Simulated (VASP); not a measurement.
# Mg3Te (I4/mmm) in VASP: single point with PBE

Aim: the single point of Mg3Te with PBE.

All numbers are computed with VASP 6.6.1; they aren't measurements. Logs are shortened: lines on timing, memory, paths and dates and some standing lists are left out, and cuts for length are marked.

## 1. The cell of the first run

It takes space group I4/mmm (No. 139, tetragonal). The conventional cell has a = 4.096 Å, b = 4.096 Å, c = 11.064 Å, α = 90.00°, β = 90.00°, γ = 90.00°. Mg (site symmetry 4/mmm) has 4 Te at 2.90 Å and 8 Mg at 3.44 Å within 3.8 Å. Mg (site symmetry -4m2) has 8 Mg at 2.90 to 3.44 Å and 4 Te at 3.44 Å within 3.8 Å. Te (site symmetry 4/mmm) has 12 Mg at 2.90 to 3.44 Å within 3.8 Å.

## 2. Single point, PBE (strained)

INCAR

```
ALGO = Normal
EDIFF = 1E-6
ENCUT = 520
GGA = PE
ISIF = 2
ISMEAR = 0
LASPH = T
LCHARG = F
LREAL = F
LWAVE = F
NBANDS = 14
NELM = 100
PREC = Accurate
SIGMA = 0.1
```

KPOINTS

```
k-points
0
Gamma
  14 14 14
```

POSCAR

```
Mg3Te
1.0
   -2.0478167856      2.0478167856      5.5318742585
    2.0478167856     -2.0478167856      5.5318742585
    2.0478167856      2.0478167856     -5.5318742585
Mg Te
3 1
Direct
    0.5000000000      0.5000000000      0.0000000000
    0.7500000000      0.2500000000      0.5000000000
    0.2500000000      0.7500000000      0.5000000000
    0.0000000000      0.0000000000      0.0000000000
```

Potentials or basis: VASP PAW PBE potentials, release 64 (Mg, Te).

The run is started by

```
> cat potpaw_PBE.64/Mg/POTCAR potpaw_PBE.64/Te/POTCAR > POTCAR
> mpirun -np 1 vasp_std > vasp.out
```

OUTCAR:

```text
EDIFF = 1E-6
   ENCUT = 520
   GGA = PE
   ISIF = 2
   ISMEAR = 0
   LASPH = T
   LREAL = F
   NELM = 100
   PREC = Accurate

 ion  position               nearest neighbor table
   1  0.500  0.500  0.000-   4 2.90   4 2.90   4 2.90   4 2.90   3 3.44   2 3.44   3 3.44   2 3.44
                             3 3.44   3 3.44   2 3.44   2 3.44
   2  0.750  0.250  0.500-   3 2.90   3 2.90   3 2.90   3 2.90   4 3.44   1 3.44   4 3.44   4 3.44
                             1 3.44   1 3.44   4 3.44   1 3.44
   3  0.250  0.750  0.500-   2 2.90   2 2.90   2 2.90   2 2.90   4 3.44   1 3.44   4 3.44   1 3.44
                             4 3.44   4 3.44   1 3.44   1 3.44
   4  0.000  0.000  0.000-   1 2.90   1 2.90   1 2.90   1 2.90   3 3.44   2 3.44   3 3.44   3 3.44
                             2 3.44   2 3.44   3 3.44   2 3.44

  LATTYP: Found a body centered tetragonal cell.
 ALAT       =     4.0956335712
 C/A-ratio  =     2.7013521412

  Lattice vectors:

 A1 = (  -2.0478167856,   2.0478167856,   5.5318742585)
 A2 = (   2.0478167856,  -2.0478167856,   5.5318742585)
 A3 = (   2.0478167856,   2.0478167856,  -5.5318742585)

Analysis of symmetry for initial positions (statically):
=====================================================================
 Subroutine PRICEL returns:
 Original cell was already a primitive cell.

 Routine SETGRP: Setting up the symmetry group for a
 body centered tetragonal supercell.

 Subroutine GETGRP returns: Found 16 space group operations
 (whereof 16 operations were pure point group operations)
 out of a pool of 16 trial point group operations.

The static configuration has the point symmetry D_4h.

Analysis of symmetry for dynamics (positions and initial velocities):
=====================================================================
 Subroutine PRICEL returns:
 Original cell was already a primitive cell.

 Routine SETGRP: Setting up the symmetry group for a
 body centered tetragonal supercell.

 Subroutine GETGRP returns: Found 16 space group operations
 (whereof 16 operations were pure point group operations)
 out of a pool of 16 trial point group operations.

The dynamic configuration has the point symmetry D_4h.

 Subroutine INISYM returns: Found 16 space group operations
 (whereof 16 operations are pure point group operations),
 and found     1 'primitive' translations

----------------------------------------------------------------------------------------

                                     Primitive cell

  volume of cell :      92.7928

  direct lattice vectors                    reciprocal lattice vectors
    -2.047816786  2.047816786  5.531874259     0.000000000  0.244162468  0.090385279
     2.047816786 -2.047816786  5.531874259     0.244162468  0.000000000  0.090385279
     2.047816786  2.047816786 -5.531874259     0.244162468  0.244162468  0.000000000

  length of vectors
     6.244096411  6.244096411  6.244096411     0.260355160  0.260355160  0.345297873

  position of ions in fractional coordinates (direct lattice)
     0.500000000  0.500000000  0.000000000
     0.750000000  0.250000000  0.500000000
     0.250000000  0.750000000  0.500000000
     0.000000000  0.000000000  0.000000000

  ion indices of the primitive-cell ions
   primitive index   ion index
                 1           1
                 2           2
                 3           3
                 4           4

----------------------------------------------------------------------------------------

 KPOINTS: k-points

Automatic generation of k-mesh.
 Grid dimensions read from file:
 generate k-points for:   14   14   14

 Generating k-lattice:

  Cartesian coordinates                     Fractional coordinates (reciprocal lattice)
     0.000000000  0.017440176  0.006456091     0.071428571  0.000000000  0.000000000
     0.017440176  0.000000000  0.006456091     0.000000000  0.071428571  0.000000000
     0.017440176  0.017440176  0.000000000     0.000000000  0.000000000  0.071428571

  Length of vectors
     0.018596797  0.018596797  0.024664134

  Shift w.r.t. Gamma in fractional coordinates (k-lattice)
     0.000000000  0.000000000  0.000000000

 Subroutine IBZKPT returns following result:
 ===========================================

 Found    244 irreducible k-points:

 Following reciprocal coordinates:
            Coordinates               Weight
  0.000000  0.000000  0.000000      1.000000
  0.071429 -0.000000  0.000000      8.000000
  0.142857 -0.000000  0.000000      8.000000
  0.214286 -0.000000  0.000000      8.000000
  0.285714  0.000000 -0.000000      8.000000
  0.357143 -0.000000  0.000000      8.000000
[... 16 lines left out ...]
  0.214286  0.142857  0.000000     16.000000
  0.285714  0.142857 -0.000000     16.000000
 [... further k-points ...]
   k-points           NKPTS =    244   k-points in BZ     NKDIM =    244   number of bands    NBANDS=     14
   number of dos      NEDOS =    301   number of ions     NIONS =      4
   total plane-waves  NPLWV = 110592
   dimension x,y,z NGX =    48 NGY =   48 NGZ =   48
   dimension x,y,z NGXF=    96 NGYF=   96 NGZF=   96
   ions per type =               3   1
   NGX,Y,Z   is equivalent  to a cutoff of  12.78, 12.78, 12.78 a.u.
   NGXF,Y,Z  is equivalent  to a cutoff of  25.56, 25.56, 25.56 a.u.
 SYSTEM =  unknown system
   PREC   = accura    normal or accurate (medium, high low for compatibility)
   ISTART =      0    job   : 0-new  1-cont  2-samecut
   ICHARG =      2    charge: 1-file 2-atom 10-const
   ISPIN  =      1    spin polarized calculation?
   LNONCOLLINEAR =      F non collinear calculations
   LSORBIT =      F    spin-orbit coupling
   LASPH  =      T    aspherical Exc in radial PAW
   ENCUT  =  520.0 eV  38.22 Ry    6.18 a.u.  11.61 11.61 11.61*2*pi/ulx,y,z
   NELM   =    100;   NELMIN=  2; NELMDL= -5     # of ELM steps
   EDIFF  = 0.1E-05   stopping-criterion for ELM
   LREAL  =      F    real-space projection
   EDIFFG = 0.1E-04   stopping-criterion for IOM
   NSW    =      0    number of steps for IOM
   IBRION =     -1    ionic relax: 0-MD 1-quasi-New 2-CG
   NFREE  =      0    steps in history (QN), initial steepest desc. (CG)
   ISIF   =      2    stress and relaxation
   ISYM   =      2    0-nonsym 1-usesym 2-fastsym
   POTIM  = 0.5000    time-step for ionic-motion
   TEBEG  =    0.0;   TEEND  =   0.0 temperature during run
   PSTRESS=    0.0 pullay stress
   NELECT =      12.0000    total number of electrons
   NUPDOWN=      -1.0000    fix difference up-down
   EMIN   =  10.00;   EMAX   =-10.00  energy-range for DOS
   EFERMI =   0.00;   METHOD = LEGACY
   ISMEAR =     0;   SIGMA  =   0.10  broadening in eV -4-tet -1-fermi 0-gaus
   EFERMI_NEDOS =   21; number of points for ismear=-14 and -15
   IALGO  =     38    algorithm
   IMIX   =      4    mixing-type and parameters
     AMIX     =   0.40;   BMIX     =  1.00
     AMIX_MAG =   1.60;   BMIX_MAG =  1.00
  volume/ion in A,a.u.               =      23.20       156.55
  Fermi-wavevector in a.u.,A,eV,Ry     =   0.827873  1.564453  9.325077  0.685374
  Thomas-Fermi vector in A             =   1.940152
   LORBIT       =      0    0 simple, 1 ext, 2 COOP (PROOUT), +10 PAW based schemes
   GGA     = PE    functional components
   LHFCALC =     F    Hartree Fock is set to
   AEXX    =    0.0000 exact exchange contribution
   IVDW    =     0    specifies the selected vdW correction
   LEPSILON=     F    determine dielectric tensor
   LRPA    =     F    only Hartree local field effects (RPA)
 non-spin polarized calculation
 Gauss-broadening in eV      SIGMA  =   0.10
  energy-cutoff  :      520.00
  volume of cell :       92.79
 maximum number of plane-waves:      2521
   NGX = 23   NGY = 23   NGZ = 23

 number of electron      12.0000000 magnetization

 Free energy of the ion-electron system (eV)
  ---------------------------------------------------
  ext. energy  EPLUGINS =         0.00000000
  ---------------------------------------------------
  free energy    TOTEN  =        -8.24429146 eV

  energy without entropy =       -8.23639238  energy(sigma->0) =       -8.24034192

 E-fermi :   4.8564     XC(G=0):  -9.0690

 val. band max:        4.8513820270   @ k =  -0.3571   0.3571   0.0714
 cond. band min:       4.8597021622   @ k =  -0.2143   0.2143   0.0000
 fundamental gap:      0.0083201353
 Fermi energy:         4.8563895878

 k-point     1 :       0.0000    0.0000    0.0000
  band No.  band energies     occupation
      1      -7.6104      2.00000
      2       0.2016      2.00000
      3       0.3252      2.00000
      4       2.3483      2.00000
      5       2.3483      2.00000
      6       5.3561      0.00000
      7       6.3754      0.00000
      8       6.8102      0.00000
      9       6.8102      0.00000
     10       6.8229      0.00000
     11       9.0543      0.00000
     12      11.7547      0.00000
     13      12.2342      0.00000
     14      12.2566      0.00000

 k-point     2 :       0.0714   -0.0000    0.0000
  band No.  band energies     occupation
      1      -7.5837      2.00000
      2       0.0115      2.00000
      3       0.5542      2.00000
      4       2.1024      2.00000
      5       2.3709      2.00000
      6       5.5135      0.00000
      7       5.7878      0.00000
      8       6.8612      0.00000
      9       7.0245      0.00000
     10       7.2486      0.00000
     11       9.4010      0.00000
     12      11.2527      0.00000
     13      11.5694      0.00000
     14      11.9147      0.00000

 k-point     3 :       0.1429   -0.0000    0.0000
  band No.  band energies     occupation
      1      -7.5066      2.00000
      2      -0.1808      2.00000
      3       0.7399      2.00000
      4       1.7167      2.00000
      5       2.4363      2.00000
      6       4.8729      0.81523
      7       5.9188      0.00000
      8       7.0128      0.00000
      9       7.6425      0.00000
     10       7.6895      0.00000
     11      10.0976      0.00000
     12      10.3372      0.00000
     13      11.0514      0.00000
     14      11.4829      0.00000

 k-point     4 :       0.2143   -0.0000    0.0000
  band No.  band energies     occupation
      1      -7.3883      2.00000
      2      -0.3780      2.00000
      3       0.5334      2.00000
      4       1.7929      2.00000
      5       2.5369      2.00000
      6       4.1243      2.00000
      7       6.1764      0.00000
      8       7.2577      0.00000
      9       8.0309      0.00000
     10       8.5582      0.00000
     11       9.5410      0.00000
     12       9.7523      0.00000
     13      10.8575      0.00000
     14      11.9112      0.00000

 k-point     5 :       0.2857    0.0000   -0.0000
  band No.  band energies     occupation
      1      -7.2458      2.00000
      2      -0.6905      2.00000
      3       0.3066      2.00000
      4       2.0752      2.00000
      5       2.6586      2.00000
      6       3.6234      2.00000
      7       6.4152      0.00000
      8       7.5686      0.00000
      9       8.1979      0.00000
     10       8.6449      0.00000
     11       8.9131      0.00000
[... 276 lines left out ...]
 k-point    22 :       0.1429    0.1429    0.0000
  band No.  band energies     occupation
      1      -7.3981      2.00000
      2      -0.4715      2.00000
      3       0.9432      2.00000
      4       1.5565      2.00000
      5       2.2477      2.00000
      6       4.8740      0.80377
      7       5.7882      0.00000
      8       6.8529      0.00000
      9       8.0896      0.00000
     10       8.6105      0.00000
     11       9.2078      0.00000
     12      10.6473      0.00000
     13      10.7186      0.00000
     14      12.0399      0.00000

 k-point    23 :       0.2143    0.1429    0.0000
  band No.  band energies     occupation
      1      -7.2810      2.00000
      2      -0.5397      2.00000
      3       0.5763      2.00000
      4       1.4744      2.00000
      5       2.5481      2.00000
      6       4.4842      2.00000
      7       5.7851      0.00000
      8       7.2451      0.00000
      9       7.9520      0.00000
     10       8.8799      0.00000
     11       8.9371      0.00000
     12      10.3515      0.00000
     13      11.2138      0.00000
     14      11.4928      0.00000

 k-point    24 :       0.2857    0.1429   -0.0000
  band No.  band energies     occupation
      1      -7.1425      2.00000
      2      -0.6626      2.00000
      3       0.1843      2.00000
      4       1.6038      2.00000
      5       2.7298      2.00000
      6       4.2022      2.00000
      7       6.0208      0.00000
      8       7.1601      0.00000
      9       7.6484      0.00000
     10       8.2950      0.00000
     11       9.5818      0.00000
     12      10.2443      0.00000
     13      10.8378      0.00000
     14      11.6612      0.00000

 [... further k-points ...]

------------------------ aborting loop because EDIFF is reached ----------------------------------------

  FORCE on cell =-STRESS in cart. coord.  units (eV):
  Direction    XX          YY          ZZ          XY          YZ          ZX
  --------------------------------------------------------------------------------------
  -------------------------------------------------------------------------------------
  Total        2.0741145      2.0741145      0.7204995      0.0000000      0.0000000      0.0000000
  in kB       35.8120207     35.8120207     12.4402699      0.0000000      0.0000000      0.0000000
  external PRESSURE =      28.0214371 kB  Pullay stress =       0.0000000 kB

 VOLUME and BASIS-vectors are now :
 -----------------------------------------------------------------------------
  energy-cutoff  :      520.00
  volume of cell :       92.79
      direct lattice vectors                 reciprocal lattice vectors
    -2.047816786  2.047816786  5.531874259     0.000000000  0.244162468  0.090385279
     2.047816786 -2.047816786  5.531874259     0.244162468  0.000000000  0.090385279
     2.047816786  2.047816786 -5.531874259     0.244162468  0.244162468  0.000000000

 POSITION                                       TOTAL-FORCE (eV/Angst)
 -----------------------------------------------------------------------------------
      0.00000      0.00000      5.53187         0.000000     -0.000000      0.000000
      0.00000      2.04782      2.76594         0.000000     -0.000000      0.000000
      2.04782      0.00000      2.76594        -0.000000      0.000000     -0.000000
      0.00000      0.00000      0.00000         0.000000     -0.000000      0.000000
 -----------------------------------------------------------------------------------
    total drift:                               -0.000000     -0.000000     -0.000000

  FREE ENERGIE OF THE ION-ELECTRON SYSTEM (eV)
  ---------------------------------------------------
  free  energy   TOTEN  =        -8.2442914579 eV

  energy  without entropy=       -8.2363923809  energy(sigma->0) =       -8.24034192
```

Run time: 5.6 min. Hardware: 1 thread of Intel Xeon Platinum 8488C (Sapphire Rapids), shared host; peak memory 0.56 GiB.

What came out:

```yaml
Free_energy: -8.2443 eV
Pressure: 2.8 GPa
Band_gap_on_the_k_mesh: zero (band 6 reaches 5.54 eV, above the bottom of band 7 at 3.80 eV)
```

Stress tensor (GPa, compression positive):
```
3.58 0.00 0.00
0.00 3.58 0.00
0.00 0.00 1.24
```

Levels at points of the mesh, in eV from the Fermi level:
| k point | band 4 | band 5 | band 6 | band 7 | band 8 | band 9 |
| --- | --- | --- | --- | --- | --- | --- |
| (0.00, 0.00, 0.00) | -2.51 | -2.51 | 0.50 | 1.52 | 1.95 | 1.95 |
| (0.50, 0.00, 0.00) | -3.23 | -1.95 | -0.28 | 0.97 | 2.48 | 2.81 |
| (0.50, 0.50, 0.00) | -3.47 | -2.48 | -1.38 | -0.30 | 0.70 | 0.74 |
| (0.50, 0.50, 0.50) | -2.64 | -1.08 | -0.09 | 1.52 | 2.63 | 3.34 |

Caveat: the cell differs from its parent crystal (strained); spin-orbit coupling is left out, which moves the levels of the heavy elements.
